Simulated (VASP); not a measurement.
Wanted: the native input for a VASP 6.6.1 run.

* Task: single point
* Functional: r2SCAN
* Potentials or basis: VASP PAW PBE potentials, release 64 (Mg_sv, O)
* Cutoff: 750 eV
* k mesh: 9 × 9 × 9
* Occupations: fermi-dirac, width 0.02 eV
* Spin: no spin polarisation
* Dipole correction: no
* Mended: yes
* Further INCAR settings: ALGO = Normal; EDIFF = 1e-06; NBANDS = 15

The system is MgO.

```xyz
2
Lattice="0.0000 2.1375 2.1375 2.1375 0.0000 2.1375 2.1375 2.1375 0.0000" Properties=species:S:1:pos:R:3 pbc="T T T"
Mg    0.0000    0.0000    0.0000
O     2.1375    2.1375    2.1375
```

These files were run (other wordings do the same):

POSCAR

```
MgO
1.0
    0.0000000000      2.1375000000      2.1375000000
    2.1375000000      0.0000000000      2.1375000000
    2.1375000000      2.1375000000      0.0000000000
Mg O
1 1
Direct
    0.0000000000      0.0000000000      0.0000000000
    0.5000000000      0.5000000000      0.5000000000
```

INCAR.step1

```
PREC = Accurate
ENCUT = 750
ISMEAR = -1
SIGMA = 0.02
LREAL = False
LASPH = True
NELM = 120
NBANDS = 15
GGA = PE
ALGO = Normal
EDIFF = 1E-5
LWAVE = True
LCHARG = False
GGA_COMPAT = False
```

INCAR.step2

```
PREC = Accurate
ENCUT = 750
EDIFF = 1E-6
ISMEAR = -1
SIGMA = 0.02
LREAL = False
LASPH = True
NELM = 120
ALGO = Normal
ISIF = 2
LWAVE = False
LCHARG = True
METAGGA = R2SCAN
LMIXTAU = True
LELF = True
LVHAR = True
NBANDS = 15
ISTART = 1
GGA_COMPAT = False
```

KPOINTS

```
Automatic mesh
0
Gamma
  9 9 9
```

Potentials or basis: VASP PAW PBE potentials, release 64 (Mg_sv, O).

The run is started by

```console
$ cat potpaw_PBE.64/Mg_sv/POTCAR potpaw_PBE.64/O/POTCAR > POTCAR
$ cp INCAR.step1 INCAR
$ mpirun -np 1 vasp_std > vasp.out
$ cp INCAR.step2 INCAR
$ mpirun -np 1 vasp_std > vasp.out
```

It gave:

| Item | Value |
| --- | --- |
| Pressure | -7.5 GPa |
| Band gap on the k mesh | 5.21 eV |

Caveat: the cell stands under tension; the PAW data sets were made with another functional, which shifts forces and pressure a little.

Wall time 46 s on 1 thread of AMD EPYC 9R45 96-Core Processor (Zen 5) (shared host), peak memory 0.14 GiB.
